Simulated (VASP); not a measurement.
# Si in VASP: further runs

Si is run at these levels: PBE; tasks: single point.

Program: VASP 6.6.1. These are calculated values, not measurements. Logs are shortened: lines on timing, memory, paths and dates and some standing lists are left out, and cuts for length are marked.

### 1 The cell of the first run

It takes space group P6_3/mmc (No. 194, hexagonal). Conventional cell: a = 3.862 Å, b = 3.862 Å, c = 18.989 Å, α = 90.00°, β = 90.00°, γ = 120.00°. Si (site symmetry 3m) has 4 Si at 2.37 to 2.39 Å within 3.1 Å. Si (site symmetry 3m) has 4 Si at 2.37 Å within 3.1 Å. Si (site symmetry 3m) has 4 Si at 2.37 Å within 3.1 Å.

The cell was built from a structure type or drawn by symmetry, and may not be a known phase.

### 2 Single point, PBE

File INCAR:

```
SYSTEM = Si
PREC = Accurate ; ENCUT = 520
EDIFF = 1E-7 ; ISMEAR = 0
SIGMA = 0.1 ; LREAL = .False.
LASPH = .True. ; NELM = 80
ALGO = Normal ; ISIF = 2
LWAVE = .False. ; LCHARG = .True.
GGA = PE ; LELF = .True.
LVHAR = .True. ; NBANDS = 36
```

File KPOINTS:

```
regular mesh
0
Gamma
  6 6 1
  0 0 0
```

File POSCAR:

```
Si
1.0
    3.8619382000      0.0000000000      0.0000000000
   -1.9309691000      3.3445366000      0.0000000000
    0.0000000000      0.0000000000     18.9894708000
Si
12
Direct
    0.0000000000      0.0000000000      0.8128170000
    0.0000000000      0.0000000000      0.3128170000
    0.3333333000      0.6666667000      0.9791890000
    0.6666667000      0.3333333000      0.4791890000
    0.3333333000      0.6666667000      0.6453900000
    0.6666667000      0.3333333000      0.1453900000
    0.0000000000      0.0000000000      0.6871830000
    0.0000000000      0.0000000000      0.1871830000
    0.3333333000      0.6666667000      0.8546100000
    0.6666667000      0.3333333000      0.3546100000
    0.3333333000      0.6666667000      0.5208110000
    0.6666667000      0.3333333000      0.0208110000
```

Potentials or basis: VASP PAW PBE potentials, release 64 (Si).

Started as:

```
$ cat potpaw_PBE.64/Si/POTCAR > POTCAR
$ mpirun -np 1 vasp_std > vasp.out
```

OUTCAR:

```text
SYSTEM = Si
   PREC = Accurate
   ENCUT = 520
   EDIFF = 1E-7
   ISMEAR = 0
   LREAL = .False.
   LASPH = .True.
   NELM = 80
   ISIF = 2
   GGA = PE

 ion  position               nearest neighbor table
   1  0.000  0.000  0.813-   9 2.37   9 2.37   9 2.37   7 2.39
   2  0.000  0.000  0.313-  10 2.37  10 2.37  10 2.37   8 2.39
   3  0.333  0.667  0.979-  12 2.37  12 2.37  12 2.37   9 2.37
   4  0.667  0.333  0.479-  11 2.37  11 2.37  11 2.37  10 2.37
   5  0.333  0.667  0.645-  11 2.37   7 2.37   7 2.37   7 2.37
   6  0.667  0.333  0.145-  12 2.37   8 2.37   8 2.37   8 2.37
   7  0.000  0.000  0.687-   5 2.37   5 2.37   5 2.37   1 2.39
   8  0.000  0.000  0.187-   6 2.37   6 2.37   6 2.37   2 2.39
   9  0.333  0.667  0.855-   3 2.37   1 2.37   1 2.37   1 2.37
  10  0.667  0.333  0.355-   4 2.37   2 2.37   2 2.37   2 2.37
  11  0.333  0.667  0.521-   4 2.37   4 2.37   4 2.37   5 2.37
  12  0.667  0.333  0.021-   3 2.37   3 2.37   3 2.37   6 2.37

  LATTYP: Found a hexagonal cell.
 ALAT       =     3.8619382000
 C/A-ratio  =     4.9170830336

  Lattice vectors:

 A1 = (   3.8619382000,   0.0000000000,   0.0000000000)
 A2 = (  -1.9309691000,   3.3445366000,   0.0000000000)
 A3 = (   0.0000000000,   0.0000000000,  18.9894708000)

Analysis of symmetry for initial positions (statically):
=====================================================================
 Subroutine PRICEL returns:
 Original cell was already a primitive cell.

 Routine SETGRP: Setting up the symmetry group for a
 hexagonal supercell.

 Subroutine GETGRP returns: Found 24 space group operations
 (whereof 12 operations were pure point group operations)
 out of a pool of 24 trial point group operations.

The static configuration has the point symmetry D_3d.
 The point group associated with its full space group is D_6h.

Analysis of symmetry for dynamics (positions and initial velocities):
=====================================================================
 Subroutine PRICEL returns:
 Original cell was already a primitive cell.

 Routine SETGRP: Setting up the symmetry group for a
 hexagonal supercell.

 Subroutine GETGRP returns: Found 24 space group operations
 (whereof 12 operations were pure point group operations)
 out of a pool of 24 trial point group operations.

The dynamic configuration has the point symmetry D_3d.
 The point group associated with its full space group is D_6h.

 Subroutine INISYM returns: Found 24 space group operations
 (whereof 12 operations are pure point group operations),
 and found     1 'primitive' translations

----------------------------------------------------------------------------------------

                                     Primitive cell

  volume of cell :     245.2755

  direct lattice vectors                    reciprocal lattice vectors
     3.861938200  0.000000000  0.000000000     0.258937339  0.149497542  0.000000000
    -1.930969100  3.344536600  0.000000000     0.000000000  0.298995084  0.000000000
     0.000000000  0.000000000 18.989470800     0.000000000  0.000000000  0.052660762

  length of vectors
     3.861938200  3.861938209 18.989470800     0.298995084  0.298995084  0.052660762

  position of ions in fractional coordinates (direct lattice)
     0.000000000  0.000000000  0.812817000
     0.000000000  0.000000000  0.312817000
     0.333333300  0.666666700  0.979189000
     0.666666700  0.333333300  0.479189000
     0.333333300  0.666666700  0.645390000
     0.666666700  0.333333300  0.145390000
     0.000000000  0.000000000  0.687183000
     0.000000000  0.000000000  0.187183000
     0.333333300  0.666666700  0.854610000
     0.666666700  0.333333300  0.354610000
     0.333333300  0.666666700  0.520811000
     0.666666700  0.333333300  0.020811000

  ion indices of the primitive-cell ions
   primitive index   ion index
                 1           1
                 2           2
                 3           3
                 4           4
                 5           5
                 6           6
                 7           7
[... 58 lines left out ...]
      4      -4.5464      2.00000
      5      -4.5430      2.00000
      6      -3.6126      2.00000
[... 28 lines left out ...]
     35       9.4585      0.00000
     36       9.5066      0.00000

 k-point     3 :       0.3333   -0.0000    0.0000
  band No.  band energies     occupation
      1      -4.9778      2.00000
      2      -4.6411      2.00000
      3      -4.6395      2.00000
      4      -3.6933      2.00000
      5      -3.6823      2.00000
      6      -2.7137      2.00000
[... 28 lines left out ...]
     35       9.4580      0.00000
     36       9.6405      0.00000

 k-point     4 :       0.5000    0.0000    0.0000
  band No.  band energies     occupation
      1      -3.9730      2.00000
      2      -3.8009      2.00000
      3      -3.6993      2.00000
      4      -3.1746      2.00000
      5      -3.0480      2.00000
      6      -2.2644      2.00000
[... 28 lines left out ...]
     35       8.9793      0.00000
     36      10.0792      0.00000

 k-point     5 :       0.1667    0.1667    0.0000
  band No.  band energies     occupation
      1      -5.2688      2.00000
      2      -4.9278      2.00000
      3      -4.9207      2.00000
      4      -3.9530      2.00000
      5      -3.9507      2.00000
      6      -2.9937      2.00000
[... 28 lines left out ...]
     35       9.5536      0.00000
     36       9.5990      0.00000

 k-point     6 :       0.3333    0.1667    0.0000
  band No.  band energies     occupation
      1      -4.1572      2.00000
      2      -3.8700      2.00000
      3      -3.8478      2.00000
      4      -3.0702      2.00000
      5      -3.0232      2.00000
      6      -2.0672      2.00000
[... 28 lines left out ...]
     35       9.4677      0.00000
     36       9.4934      0.00000

 k-point     7 :       0.3333    0.3333    0.0000
  band No.  band energies     occupation
      1      -3.0699      2.00000
      2      -3.0699      2.00000
      3      -2.9689      2.00000
      4      -2.9594      2.00000
      5      -2.9302      2.00000
      6      -2.9302      2.00000
[... 28 lines left out ...]
     35      11.3882      0.00000
     36      11.4237      0.00000

------------------------ aborting loop because EDIFF is reached ----------------------------------------

  FORCE on cell =-STRESS in cart. coord.  units (eV):
  Direction    XX          YY          ZZ          XY          YZ          ZX
  --------------------------------------------------------------------------------------
  -------------------------------------------------------------------------------------
  Total        0.0915385      0.0915385     -0.3641626      0.0000000      0.0000000      0.0000000
  in kB        0.5979435      0.5979435     -2.3787661      0.0000000      0.0000000      0.0000000
  external PRESSURE =      -0.3942930 kB  Pullay stress =       0.0000000 kB

 VOLUME and BASIS-vectors are now :
 -----------------------------------------------------------------------------
  energy-cutoff  :      520.00
  volume of cell :      245.28
      direct lattice vectors                 reciprocal lattice vectors
     3.861938200  0.000000000  0.000000000     0.258937339  0.149497542  0.000000000
    -1.930969100  3.344536600  0.000000000     0.000000000  0.298995084  0.000000000
     0.000000000  0.000000000 18.989470800     0.000000000  0.000000000  0.052660762

 POSITION                                       TOTAL-FORCE (eV/Angst)
 -----------------------------------------------------------------------------------
      0.00000      0.00000     15.43496        -0.000000      0.000000      0.015012
      0.00000      0.00000      5.94023         0.000000      0.000000      0.015012
     -0.00000      2.22969     18.59428        -0.000000      0.000000      0.003920
      1.93097      1.11485      9.09955         0.000000     -0.000000      0.003920
     -0.00000      2.22969     12.25561        -0.000000     -0.000000      0.001846
      1.93097      1.11485      2.76088         0.000000      0.000000      0.001846
      0.00000      0.00000     13.04924        -0.000000      0.000000     -0.015012
      0.00000      0.00000      3.55451        -0.000000      0.000000     -0.015012
     -0.00000      2.22969     16.22859        -0.000000     -0.000000     -0.001846
      1.93097      1.11485      6.73386         0.000000     -0.000000     -0.001846
     -0.00000      2.22969      9.88993        -0.000000      0.000000     -0.003920
      1.93097      1.11485      0.39519         0.000000     -0.000000     -0.003920
 -----------------------------------------------------------------------------------
    total drift:                                0.000000      0.000000      0.000000

  FREE ENERGIE OF THE ION-ELECTRON SYSTEM (eV)
  ---------------------------------------------------
  free  energy   TOTEN  =       -64.9894987887 eV

  energy  without entropy=      -64.9894981999  energy(sigma->0) =      -64.98949849
```

Run time: 84 s. Hardware: 1 thread of Intel Xeon Platinum 8259CL at 2.50GHz (Skylake/Cascade Lake), shared host; peak memory 0.35 GiB.

Results:

```yaml
Free_energy: -64.9895 eV
Pressure: 0.0 GPa
Largest_force: 0.015 eV/Å
Band_gap_on_the_k_mesh: 0.62 eV (least direct gap 1.29 eV)
```

Forces on the atoms (eV/Å):
```
Si   0.000  0.000  0.015
Si   0.000  0.000  0.015
Si   0.000  0.000  0.004
Si   0.000  0.000  0.004
Si   0.000  0.000  0.002
Si   0.000  0.000  0.002
Si   0.000  0.000 -0.015
Si   0.000  0.000 -0.015
Si   0.000  0.000 -0.002
Si   0.000  0.000 -0.002
Si   0.000  0.000 -0.004
Si   0.000  0.000 -0.004
```

Caveat: an odd mesh through Γ misses points on the zone boundary, where band edges can lie.

### 3 Single point, PBE

File INCAR:

```
SYSTEM = Si
PREC     = Accurate       ! precision mode
ENCUT    = 520            ! plane-wave cutoff, eV
EDIFF    = 1E-6           ! SCF threshold, eV
ISMEAR   = 0              ! smearing method
SIGMA    = 0.1            ! smearing width, eV
LREAL    = .FALSE.        ! projectors in reciprocal space
LASPH    = .TRUE.         ! aspherical terms in the spheres
NELM     = 80             ! most SCF steps
ALGO     = Normal         ! electronic algorithm
ISIF     = 2              ! what is computed and relaxed
LWAVE    = .FALSE.        ! write WAVECAR
LCHARG   = .FALSE.        ! write CHGCAR
GGA      = PE             ! functional
NBANDS   = 36             ! bands
```

File KPOINTS:

```
Automatic mesh
0
G
  6 6 1
  0 0 0
```

File POSCAR:

```
Si
1.0
    3.8619382063      0.0000000000      0.0000000000
   -1.9309691032      3.3445365945      0.0000000000
    0.0000000000      0.0000000000     18.9894708000
Si
12
Direct
    0.0000000000      0.0000000000      0.8128170000
    0.0000000000      0.0000000000      0.3128170000
    0.3333333333      0.6666666667      0.9791890000
    0.6666666667      0.3333333333      0.4791890000
    0.3333333333      0.6666666667      0.6453900000
    0.6666666667      0.3333333333      0.1453900000
    0.0000000000      0.0000000000      0.6871830000
    0.0000000000      0.0000000000      0.1871830000
    0.3333333333      0.6666666667      0.8546100000
    0.6666666667      0.3333333333      0.3546100000
    0.3333333333      0.6666666667      0.5208110000
    0.6666666667      0.3333333333      0.0208110000
```

Potentials or basis: VASP PAW PBE potentials, release 64 (Si).

Started as:

```
$ cat potpaw_PBE.64/Si/POTCAR > POTCAR
$ mpirun -np 1 vasp_std > vasp.out
```

Run time: 73 s. Hardware: 1 thread of Intel Xeon Platinum 8259CL at 2.50GHz (Skylake/Cascade Lake), shared host; peak memory 0.35 GiB.

Results (log left out):

* Free energy: -64.9895 eV
* Pressure: 0.0 GPa
* Largest force: 0.015 eV/Å
* Band gap on the k mesh: 0.62 eV (least direct gap 1.29 eV)

Forces on the atoms (eV/Å):
```
Si   0.000  0.000  0.015
Si   0.000  0.000  0.015
Si   0.000  0.000  0.004
Si   0.000  0.000  0.004
Si   0.000  0.000  0.002
Si   0.000  0.000  0.002
Si   0.000  0.000 -0.015
Si   0.000  0.000 -0.015
Si   0.000  0.000 -0.002
Si   0.000  0.000 -0.002
Si   0.000  0.000 -0.004
Si   0.000  0.000 -0.004
```

Stress tensor (GPa, compression positive):
```
 0.06  0.00  0.00
 0.00  0.06  0.00
 0.00  0.00 -0.24
```

Levels at points of the mesh, in eV from the valence-band top:
| k point | band 22 | band 23 | band 24 | band 25 | band 26 | band 27 |
| --- | --- | --- | --- | --- | --- | --- |
| (0.00, 0.00, 0.00) | -0.11 | 0.00 | 0.00 | 1.29 | 1.46 | 1.69 |
| (0.50, 0.00, 0.00) | -1.81 | -1.73 | -1.25 | 0.62 | 0.96 | 1.03 |

Caveat: an odd mesh through Γ misses points on the zone boundary, where band edges can lie.

### 4 Single point, PBE

File INCAR:

```
  ALGO = Normal
  EDIFF = 1E-7
  ENCUT = 520
  GGA = PE
  ISIF = 2
  ISMEAR = 0
  LASPH = T
  LCHARG = T
  LELF = T
  LREAL = F
  LVHAR = T
  LWAVE = F
  NBANDS = 36
  NELM = 60
  PREC = Accurate
  SIGMA = 0.1
```

File KPOINTS:

```
k-points
0
Gamma
  6 6 1
```

File POSCAR:

```
Si
1.0
    3.8650200702     -0.0002585750     -0.0001753900
   -1.9327345124      3.3473251062     -0.0001261473
   -0.0012471400     -0.0014865582     18.9647467609
Si
12
Direct
   -0.0000430687     -0.0001545735      0.8129100190
    0.0000699794     -0.0000229817      0.3129095592
    0.3333501172      0.6667855709      0.9792572432
    0.6667084396      0.3333983626      0.4792525271
    0.3333705260      0.6666355846      0.6454031588
    0.6664731898      0.3332947148      0.1454024591
    0.0000766338     -0.0000114968      0.6870909084
   -0.0001948837     -0.0000249370      0.1870902064
    0.3332922105      0.6665286596      0.8545996027
    0.6667896841      0.3333335743      0.3545938743
    0.3334144742      0.6667614015      0.5207442721
    0.6666926976      0.3334761209      0.0207461697
```

Started as:

```
$ cat potpaw_PBE.64/Si/POTCAR > POTCAR
$ mpirun -np 1 vasp_std > vasp.out
```

Wall time 3.6 min (1 thread of Intel Xeon Platinum 8259CL at 2.50GHz (Skylake/Cascade Lake), shared host); peak memory 0.37 GiB.

It converged, with:

```
Free energy            : -64.9899 eV
Pressure               : -0.1 GPa
Band gap on the k mesh : 0.61 eV (least direct gap 1.27 eV)
```

Forces in eV/Å, atoms in the order of the input:
```
Si   0.000  0.000  0.001
Si   0.000  0.000  0.000
Si   0.001  0.000  0.000
Si   0.000  0.000  0.000
Si   0.000  0.000  0.002
Si   0.000  0.000  0.003
Si   0.000  0.000 -0.001
Si   0.001  0.000 -0.001
Si   0.000  0.001 -0.003
Si   0.000  0.000 -0.002
Si   0.000 -0.001  0.000
Si  -0.001 -0.001  0.000
```

Levels at points of the mesh, in eV from the valence-band top:
```csv
k point,band 22,band 23,band 24,band 25,band 26,band 27
"(0.00, 0.00, 0.00)",-0.08,0.00,0.00,1.27,1.45,1.68
"(0.50, 0.00, 0.00)",-1.81,-1.72,-1.25,0.61,0.96,1.03
"(0.00, 0.50, 0.00)",-1.81,-1.72,-1.25,0.61,0.96,1.03
"(0.50, 0.50, 0.00)",-1.81,-1.72,-1.25,0.61,0.96,1.03
```

Caveat: an odd mesh through Γ misses points on the zone boundary, where band edges can lie.

### 5 Single point, PBE

File INCAR:

```
SYSTEM = Si
PREC = Accurate
ENCUT = 520
EDIFF = 1E-6
ISMEAR = 0
SIGMA = 0.02
LREAL = .FALSE.
LASPH = .TRUE.
NELM = 100
ALGO = Normal
ISIF = 2
LWAVE = .FALSE.
LCHARG = .FALSE.
GGA = PE
NBANDS = 36
```

File KPOINTS:

```
Automatic mesh
0
G
  12 12 2
  0 0 0
```

File POSCAR:

```
Si
1.0
    3.8619382063      0.0000000000      0.0000000000
   -1.9309691032      3.3445365945      0.0000000000
    0.0000000000      0.0000000000     18.9894708000
Si
12
Direct
    0.0000000000      0.0000000000      0.8128170000
    0.0000000000      0.0000000000      0.3128170000
    0.3333333333      0.6666666667      0.9791890000
    0.6666666667      0.3333333333      0.4791890000
    0.3333333333      0.6666666667      0.6453900000
    0.6666666667      0.3333333333      0.1453900000
    0.0000000000      0.0000000000      0.6871830000
    0.0000000000      0.0000000000      0.1871830000
    0.3333333333      0.6666666667      0.8546100000
    0.6666666667      0.3333333333      0.3546100000
    0.3333333333      0.6666666667      0.5208110000
    0.6666666667      0.3333333333      0.0208110000
```

Started as:

```
$ cat potpaw_PBE.64/Si/POTCAR > POTCAR
$ mpirun -np 1 vasp_std > vasp.out
```

It took 5.5 min on 1 thread of Intel Xeon Platinum 8259CL at 2.50GHz (Skylake/Cascade Lake), shared host; peak memory 0.46 GiB.

It converged, with:

* Free energy: -65.0755 eV
* Pressure: -0.1 GPa
* Largest force: 0.004 eV/Å
* Band gap on the k mesh: 0.61 eV (least direct gap 1.29 eV)

Forces in eV/Å, atoms in the order of the input:
```
Si   0.000  0.000  0.002
Si   0.000  0.000  0.002
Si   0.000  0.000  0.004
Si   0.000  0.000  0.004
Si   0.000  0.000  0.003
Si   0.000  0.000  0.003
Si   0.000  0.000 -0.002
Si   0.000  0.000 -0.002
Si   0.000  0.000 -0.003
Si   0.000  0.000 -0.003
Si   0.000  0.000 -0.004
Si   0.000  0.000 -0.004
```

Levels at points of the mesh, in eV from the valence-band top:
| k point | band 20 | band 21 | band 22 | band 23 | band 24 | band 25 | band 26 | band 27 | band 28 | band 29 |
| --- | --- | --- | --- | --- | --- | --- | --- | --- | --- | --- |
| (0.00, 0.00, 0.00) | -0.41 | -0.41 | -0.11 | 0.00 | 0.00 | 1.29 | 1.46 | 1.69 | 2.17 | 2.37 |
| (0.50, 0.00, 0.00) | -2.28 | -1.81 | -1.81 | -1.73 | -1.25 | 0.62 | 0.96 | 1.03 | 1.28 | 1.59 |
| (0.00, 0.00, 0.50) | -0.80 | -0.14 | -0.14 | -0.14 | -0.14 | 1.35 | 1.35 | 1.91 | 1.91 | 2.54 |
| (0.50, 0.00, 0.50) | -2.23 | -1.80 | -1.80 | -1.42 | -1.42 | 0.71 | 0.71 | 1.03 | 1.03 | 1.48 |

### 6 Summary

| cell | k mesh | smearing | gap on the mesh (eV) | pressure (GPa) |
| --- | --- | --- | --- | --- |
| a = 3.862, b = 3.862, c = 18.989 Å, angles 90.0, 90.0, 120.0°, 12 atoms | 6 × 6 × 1 | gaussian 0.1 eV | 0.62 | 0.0 |
| a = 3.865, b = 3.865, c = 18.965 Å, angles 90.0, 90.0, 120.0°, 12 atoms | 6 × 6 × 1 | gaussian 0.1 eV | 0.61 | -0.1 |
| a = 3.862, b = 3.862, c = 18.989 Å, angles 90.0, 90.0, 120.0°, 12 atoms | 12 × 12 × 2 | gaussian 0.02 eV | 0.61 | -0.1 |

Alike in all rows: task single point; level PBE; potentials or basis VASP PAW PBE potentials, release 64 (Si); no spin polarisation; cutoff (eV) 520.

Caveats: an odd mesh through Γ misses points on the zone boundary, where band edges can lie (at least some runs).

Absolute energies hang on the potentials; compare differences alone.
